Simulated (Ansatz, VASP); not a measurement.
# Be3Pd2S in VASP and in Ansatz

```
Be Pd S
1.0
     4.94096    0.00000    0.00000
    -2.47048    4.27900    0.00000
     0.00000    0.00000    3.70509
Be Pd S
3 2 1
Cartesian
  2.4705 0.0000 1.8525
  1.2352 2.1395 1.8525
  -1.2352 2.1395 1.8525
  0.0000 2.8527 0.0000
  2.4705 1.4263 0.0000
  0.0000 0.0000 0.0000
```

Change from the starting cell: species swapped into the PrB2Ru3 type (P6/mmm, No. 191).

Alike in both runs: functional PBE; k mesh 6 × 6 × 6; occupations gaussian, width 0.1 eV; no spin polarisation.

Ansatz relaxed the structure, and its values are those at the end. VASP's run is a single point on that final structure, the one shown.

```csv
,VASP,Ansatz
version,VASP 6.6.1,Ansatz 0.2.0
potentials or method,"VASP PAW PBE potentials, release 64 (Be, Pd, S), cutoff 520 eV","scalar-relativistic, plane waves, PAW"
valence electrons in the cell,32,48
```

```csv
,VASP,Ansatz,Ansatz less VASP
gap on the k mesh at the Fermi level (eV),none,none,-
pressure (GPa),0.0,0.0,-0.01
```

A gap of «none» marks a metal or a gap that the smearing closes. VASP's potentials hold 32 valence electrons a cell and Ansatz's 48, so a difference there can come from the potentials and not from the codes.
